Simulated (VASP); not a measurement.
Wanted: the native input for a VASP 6.6.1 run.

- Task: single point
- Functional: PBE
- Potentials or basis: VASP PAW PBE potentials, release 64 (Al)
- Cutoff: 500 eV
- k mesh: 2 × 2 × 2
- Occupations: fermi-dirac, width 0.1 eV
- Spin: no spin polarisation
- Dipole correction: no
- Further INCAR settings: LREAL = Auto; ALGO = Normal; EDIFF = 1e-06; NBANDS = 70

The structure of Al lies in POSCAR:

```
Al
1.0
    8.1000000000      0.0000000000      0.0000000000
    0.0000000000      8.1000000000      0.0000000000
    0.0000000000      0.0000000000      8.1000000000
Al
32
Direct
   -0.0019550000     -0.0029400000     -0.0007700000
   -0.0025560000      0.2467890000      0.2492710000
    0.2530960000      0.0022260000      0.2519640000
    0.2479400000      0.2502720000     -0.0016540000
   -0.0024250000     -0.0029170000      0.4978840000
    0.0031660000      0.2524360000      0.7522710000
    0.2522260000     -0.0022710000      0.7485910000
    0.2509410000      0.2517180000      0.5026270000
    0.0028150000      0.4969390000      0.0007840000
    0.0012720000      0.7500440000      0.2476130000
    0.2498040000      0.4969580000      0.2532190000
    0.2527070000      0.7503530000     -0.0014800000
    0.0030290000      0.5005360000      0.5028320000
    0.0025780000      0.7500620000      0.7493630000
    0.2507330000      0.4994890000      0.7474910000
    0.2485560000      0.7523150000      0.4966170000
    0.4966390000      0.0009360000     -0.0016260000
    0.5002560000      0.2497870000      0.2488360000
    0.7536840000     -0.0022550000      0.2493540000
    0.7477980000      0.2509830000     -0.0016570000
    0.4989320000      0.0018290000      0.4986720000
    0.5004340000      0.2529950000      0.7470440000
    0.7467530000     -0.0020080000      0.7519640000
    0.7508550000      0.2480550000      0.4987490000
    0.4976110000      0.4996960000     -0.0033870000
    0.5014610000      0.7529330000      0.2533680000
    0.7517400000      0.5034060000      0.2464310000
    0.7484370000      0.7534520000      0.0020390000
    0.4993370000      0.5032840000      0.5008930000
    0.5023550000      0.7484700000      0.7477140000
    0.7495860000      0.4973070000      0.7491230000
    0.7534210000      0.7487500000      0.4963660000
```

The input as run:

INCAR

```
  PREC = Accurate
  ENCUT = 500
  EDIFF = 1E-6
  ISMEAR = -1
  SIGMA = 0.1
  LREAL = Auto
  LASPH = T
  NELM = 120
  ALGO = Normal
  ISIF = 2
  LWAVE = F
  LCHARG = F
  GGA = PE
  NBANDS = 70
  GGA_COMPAT = F
```

KPOINTS

```
regular mesh
0
Gamma
  2 2 2
```

Potentials or basis: VASP PAW PBE potentials, release 64 (Al).

Launch:

```bash
$ cat potpaw_PBE.64/Al/POTCAR > POTCAR
$ mpirun -np 1 vasp_std > vasp.out
```

Results of the run:

- Pressure: -0.2 GPa
- Largest force: 0.244 eV/Å
- Band gap on the k mesh: zero (bands 48 and 49 overlap by 0.89 eV)

Caveat: the k points lie up to 0.39 Å⁻¹ apart, too coarse for converged energies and pressures of a metal.

It took 8.1 min on 1 thread of Oxide Virtual Turin-like Processor (shared host), peak memory 0.5 GiB.
